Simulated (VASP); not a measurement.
# Sr (P6_3/mmc) in VASP: notebook

The runs below take Sr through single point, with PBEsol.

All numbers are computed with VASP 6.6.1; they aren't measurements. Logs are shortened: lines on timing, memory, paths and dates and some standing lists are left out, and cuts for length are marked.

**1. The cell of the first run**

The structure is hexagonal, space group P6_3/mmc (No. 194). The conventional cell has a = 4.536 Å, b = 4.536 Å, c = 7.050 Å, α = 90.00°, β = 90.00°, γ = 120.00°. Within 5.8 Å of Sr (site symmetry -6m2) lie 12 Sr at 4.39 to 4.54 Å.

This isn't the form of Sr at room conditions, which is fcc.

**2. Single point, PBEsol (strain +0.0525 x Voigt [1, 1, 0, 0, 0, 0])**

The input, INCAR:

```
  ALGO = Fast
  EDIFF = 1E-7
  ENCUT = 520
  GGA = PS
  ISIF = 2
  ISMEAR = 0
  LASPH = T
  LCHARG = T
  LELF = T
  LREAL = F
  LVHAR = T
  LWAVE = F
  NBANDS = 17
  NELM = 80
  PREC = Accurate
  SIGMA = 0.15
```

The input, KPOINTS:

```
k-points
0
Gamma
  12 12 8
```

The input, POSCAR:

```
Sr
1.0
    4.5362752323      0.0000000000      0.0000000000
   -2.2681376162      3.9285295897      0.0000000000
    0.0000000000      0.0000000000      7.0500000000
Sr
2
Direct
    0.3333333333      0.6666666667      0.2500000000
    0.6666666667      0.3333333333      0.7500000000
```

Potentials or basis: VASP PAW PBE potentials, release 64 (Sr_sv).

On the command line:

```console
cat potpaw_PBE.64/Sr_sv/POTCAR > POTCAR
mpirun -np 1 vasp_std > vasp.out
```

OUTCAR:

```text
EDIFF = 1E-7
   ENCUT = 520
   GGA = PS
   ISIF = 2
   ISMEAR = 0
   LASPH = T
   LREAL = F
   NELM = 80
   PREC = Accurate

 ion  position               nearest neighbor table
   1  0.333  0.667  0.250-   2 4.39   2 4.39   2 4.39   2 4.39   2 4.39   2 4.39
   2  0.667  0.333  0.750-   1 4.39   1 4.39   1 4.39   1 4.39   1 4.39   1 4.39

  LATTYP: Found a hexagonal cell.
 ALAT       =     4.5362752323
 C/A-ratio  =     1.5541385033

  Lattice vectors:

 A1 = (   4.5362752323,   0.0000000000,   0.0000000000)
 A2 = (  -2.2681376162,   3.9285295897,   0.0000000000)
 A3 = (   0.0000000000,   0.0000000000,   7.0500000000)

Analysis of symmetry for initial positions (statically):
=====================================================================
 Subroutine PRICEL returns:
 Original cell was already a primitive cell.

 Routine SETGRP: Setting up the symmetry group for a
 hexagonal supercell.

 Subroutine GETGRP returns: Found 24 space group operations
 (whereof 12 operations were pure point group operations)
 out of a pool of 24 trial point group operations.

The static configuration has the point symmetry D_3d.
 The point group associated with its full space group is D_6h.

Analysis of symmetry for dynamics (positions and initial velocities):
=====================================================================
 Subroutine PRICEL returns:
 Original cell was already a primitive cell.

 Routine SETGRP: Setting up the symmetry group for a
 hexagonal supercell.

 Subroutine GETGRP returns: Found 24 space group operations
 (whereof 12 operations were pure point group operations)
 out of a pool of 24 trial point group operations.

The dynamic configuration has the point symmetry D_3d.
 The point group associated with its full space group is D_6h.

 Subroutine INISYM returns: Found 24 space group operations
 (whereof 12 operations are pure point group operations),
 and found     1 'primitive' translations

----------------------------------------------------------------------------------------

                                     Primitive cell

  volume of cell :     125.6373

  direct lattice vectors                    reciprocal lattice vectors
     4.536275232  0.000000000  0.000000000     0.220445178  0.127274083  0.000000000
    -2.268137616  3.928529590  0.000000000     0.000000000  0.254548165  0.000000000
     0.000000000  0.000000000  7.050000000     0.000000000  0.000000000  0.141843972

  length of vectors
     4.536275232  4.536275232  7.050000000     0.254548165  0.254548165  0.141843972

  position of ions in fractional coordinates (direct lattice)
     0.333333333  0.666666667  0.250000000
     0.666666667  0.333333333  0.750000000

  ion indices of the primitive-cell ions
   primitive index   ion index
                 1           1
                 2           2

----------------------------------------------------------------------------------------

 KPOINTS: k-points

Automatic generation of k-mesh.
 Grid dimensions read from file:
 generate k-points for:   12   12    8

 Generating k-lattice:

  Cartesian coordinates                     Fractional coordinates (reciprocal lattice)
     0.018370431  0.010606174  0.000000000     0.083333333  0.000000000  0.000000000
     0.000000000  0.021212347  0.000000000     0.000000000  0.083333333  0.000000000
     0.000000000  0.000000000  0.017730496     0.000000000  0.000000000  0.125000000

  Length of vectors
     0.021212347  0.021212347  0.017730496

  Shift w.r.t. Gamma in fractional coordinates (k-lattice)
     0.000000000  0.000000000  0.000000000

 Subroutine IBZKPT returns following result:
 ===========================================

 Found     95 irreducible k-points:

 Following reciprocal coordinates:
            Coordinates               Weight
  0.000000  0.000000  0.000000      1.000000
  0.083333  0.000000  0.000000      6.000000
  0.166667  0.000000  0.000000      6.000000
  0.250000  0.000000  0.000000      6.000000
  0.333333  0.000000  0.000000      6.000000
  0.416667  0.000000  0.000000      6.000000
[... 16 lines left out ...]
  0.250000  0.000000  0.125000     12.000000
  0.333333  0.000000  0.125000     12.000000
 [... further k-points ...]
   k-points           NKPTS =     95   k-points in BZ     NKDIM =     95   number of bands    NBANDS=     17
   number of dos      NEDOS =    301   number of ions     NIONS =      2
   total plane-waves  NPLWV =  69984
   dimension x,y,z NGX =    36 NGY =   36 NGZ =   54
   dimension x,y,z NGXF=    72 NGYF=   72 NGZF=  108
   ions per type =               2
   NGX,Y,Z   is equivalent  to a cutoff of  13.19, 13.19, 12.73 a.u.
   NGXF,Y,Z  is equivalent  to a cutoff of  26.39, 26.39, 25.47 a.u.
 SYSTEM =  unknown system
   PREC   = accura    normal or accurate (medium, high low for compatibility)
   ISTART =      0    job   : 0-new  1-cont  2-samecut
   ICHARG =      2    charge: 1-file 2-atom 10-const
   ISPIN  =      1    spin polarized calculation?
   LNONCOLLINEAR =      F non collinear calculations
   LSORBIT =      F    spin-orbit coupling
   LASPH  =      T    aspherical Exc in radial PAW
   ENCUT  =  520.0 eV  38.22 Ry    6.18 a.u.   8.43  8.43 13.11*2*pi/ulx,y,z
   NELM   =     80;   NELMIN=  2; NELMDL= -5     # of ELM steps
   EDIFF  = 0.1E-06   stopping-criterion for ELM
   LREAL  =      F    real-space projection
   EDIFFG = 0.1E-05   stopping-criterion for IOM
   NSW    =      0    number of steps for IOM
   IBRION =     -1    ionic relax: 0-MD 1-quasi-New 2-CG
   NFREE  =      0    steps in history (QN), initial steepest desc. (CG)
   ISIF   =      2    stress and relaxation
   ISYM   =      2    0-nonsym 1-usesym 2-fastsym
   POTIM  = 0.5000    time-step for ionic-motion
   TEBEG  =    0.0;   TEEND  =   0.0 temperature during run
   PSTRESS=    0.0 pullay stress
   NELECT =      20.0000    total number of electrons
   NUPDOWN=      -1.0000    fix difference up-down
   EMIN   =  10.00;   EMAX   =-10.00  energy-range for DOS
   EFERMI =   0.00;   METHOD = LEGACY
   ISMEAR =     0;   SIGMA  =   0.15  broadening in eV -4-tet -1-fermi 0-gaus
   EFERMI_NEDOS =   21; number of points for ismear=-14 and -15
   IALGO  =     68    algorithm
   IMIX   =      4    mixing-type and parameters
     AMIX     =   0.40;   BMIX     =  1.00
     AMIX_MAG =   1.60;   BMIX_MAG =  1.00
  volume/ion in A,a.u.               =      62.82       423.92
  Fermi-wavevector in a.u.,A,eV,Ry     =   0.887249  1.676657 10.710643  0.787210
  Thomas-Fermi vector in A             =   2.008522
   LORBIT       =      0    0 simple, 1 ext, 2 COOP (PROOUT), +10 PAW based schemes
   GGA     = PS    functional components
   LHFCALC =     F    Hartree Fock is set to
   AEXX    =    0.0000 exact exchange contribution
   IVDW    =     0    specifies the selected vdW correction
   LEPSILON=     F    determine dielectric tensor
   LRPA    =     F    only Hartree local field effects (RPA)
 non-spin polarized calculation
 RMM-DIIS sequential band-by-band and
 Gauss-broadening in eV      SIGMA  =   0.15
  energy-cutoff  :      520.00
  volume of cell :      125.64
 maximum number of plane-waves:      3417
 NGX is ok and might be reduce to    36
   NGX = 17   NGY = 17   NGZ = 27

 number of electron      20.0000000 magnetization

 Free energy of the ion-electron system (eV)
  ---------------------------------------------------
  ext. energy  EPLUGINS =         0.00000000
  ---------------------------------------------------
  free energy    TOTEN  =        -3.55288800 eV

  energy without entropy =       -3.52486425  energy(sigma->0) =       -3.53887613

 E-fermi :   1.0951     XC(G=0):  -7.0312

 val. band max:        1.0841606662   @ k =   0.3333   0.3333   0.3750
 cond. band min:       1.1615527499   @ k =   0.3333   0.2500   0.0000
 fundamental gap:      0.0773920836
 Fermi energy:         1.0951152649

 k-point     1 :       0.0000    0.0000    0.0000
  band No.  band energies     occupation
      1     -35.7335      2.00000
      2     -35.7243      2.00000
      3     -17.7827      2.00000
      4     -17.6746      2.00000
      5     -17.6746      2.00000
      6     -17.6518      2.00000
[... 9 lines left out ...]
     16       3.5778      0.00000
     17       3.8590      0.00000

 k-point     2 :       0.0833    0.0000    0.0000
  band No.  band energies     occupation
      1     -35.7331      2.00000
      2     -35.7242      2.00000
      3     -17.7799      2.00000
      4     -17.6797      2.00000
      5     -17.6764      2.00000
      6     -17.6572      2.00000
[... 9 lines left out ...]
     16       3.6560      0.00000
     17       3.7227      0.00000

 k-point     3 :       0.1667    0.0000    0.0000
  band No.  band energies     occupation
      1     -35.7320      2.00000
      2     -35.7239      2.00000
      3     -17.7720      2.00000
      4     -17.6936      2.00000
      5     -17.6813      2.00000
      6     -17.6718      2.00000
[... 9 lines left out ...]
     16       3.5584      0.00000
     17       3.8585      0.00000

 k-point     4 :       0.2500    0.0000    0.0000
  band No.  band energies     occupation
      1     -35.7304      2.00000
      2     -35.7236      2.00000
      3     -17.7601      2.00000
      4     -17.7127      2.00000
      5     -17.6913      2.00000
      6     -17.6877      2.00000
[... 9 lines left out ...]
     16       3.8149      0.00000
     17       4.1735      0.00000
[... 343 lines left out ...]
      1     -35.7317      2.00000
      2     -35.7242      2.00000
      3     -17.7683      2.00000
      4     -17.6920      2.00000
      5     -17.6803      2.00000
      6     -17.6755      2.00000
[... 9 lines left out ...]
     16       3.6253      0.00000
     17       3.9431      0.00000

 k-point    23 :       0.2500    0.0000    0.1250
  band No.  band energies     occupation
      1     -35.7302      2.00000
      2     -35.7239      2.00000
      3     -17.7587      2.00000
      4     -17.7098      2.00000
      5     -17.6953      2.00000
      6     -17.6865      2.00000
[... 9 lines left out ...]
     16       3.8212      0.00000
     17       4.1690      0.00000

 k-point    24 :       0.3333    0.0000    0.1250
  band No.  band energies     occupation
      1     -35.7285      2.00000
      2     -35.7236      2.00000
      3     -17.7512      2.00000
      4     -17.7242      2.00000
      5     -17.7138      2.00000
      6     -17.6927      2.00000
[... 9 lines left out ...]
     16       4.2464      0.00000
     17       4.6318      0.00000

 [... further k-points ...]
[... 5 lines left out ...]
  --------------------------------------------------------------------------------------
  -------------------------------------------------------------------------------------
  Total       -1.4635792     -1.4635792     -0.9006548      0.0000000     -0.0000000     -0.0000000
  in kB      -18.6641517    -18.6641517    -11.4855135      0.0000000     -0.0000000     -0.0000000
  external PRESSURE =     -16.2712723 kB  Pullay stress =       0.0000000 kB

 VOLUME and BASIS-vectors are now :
 -----------------------------------------------------------------------------
  energy-cutoff  :      520.00
  volume of cell :      125.64
      direct lattice vectors                 reciprocal lattice vectors
     4.536275232  0.000000000  0.000000000     0.220445178  0.127274083  0.000000000
    -2.268137616  3.928529590  0.000000000     0.000000000  0.254548165  0.000000000
     0.000000000  0.000000000  7.050000000     0.000000000  0.000000000  0.141843972

 POSITION                                       TOTAL-FORCE (eV/Angst)
 -----------------------------------------------------------------------------------
     -0.00000      2.61902      1.76250         0.000000     -0.000000      0.000000
      2.26814      1.30951      5.28750        -0.000000      0.000000      0.000000
 -----------------------------------------------------------------------------------
    total drift:                               -0.000000      0.000000     -0.000000

  FREE ENERGIE OF THE ION-ELECTRON SYSTEM (eV)
  ---------------------------------------------------
  free  energy   TOTEN  =        -3.5528879987 eV

  energy  without entropy=       -3.5248642520  energy(sigma->0) =       -3.53887613
```

Run time: 9 min. Hardware: 1 thread of Intel Xeon 8259CL, shared host; peak memory 0.36 GiB.

What came out:

| Item | Value |
| --- | --- |
| Free energy | -3.5529 eV |
| Pressure | -1.6 GPa |
| Band gap on the k mesh | zero (bands 10 and 11 overlap by 0.35 eV) |

Stress tensor (GPa, compression positive):
```
-1.87  0.00  0.00
 0.00 -1.87  0.00
 0.00  0.00 -1.15
```

Caveat: the cell differs from its parent crystal (strain +0.0525 x Voigt [1, 1, 0, 0, 0, 0]); the PAW data sets were made with another functional, which shifts forces and pressure a little.

[end of part 1 of 2]

The gap in the log of VASP goes by the Fermi energy; the results here count the filled bands.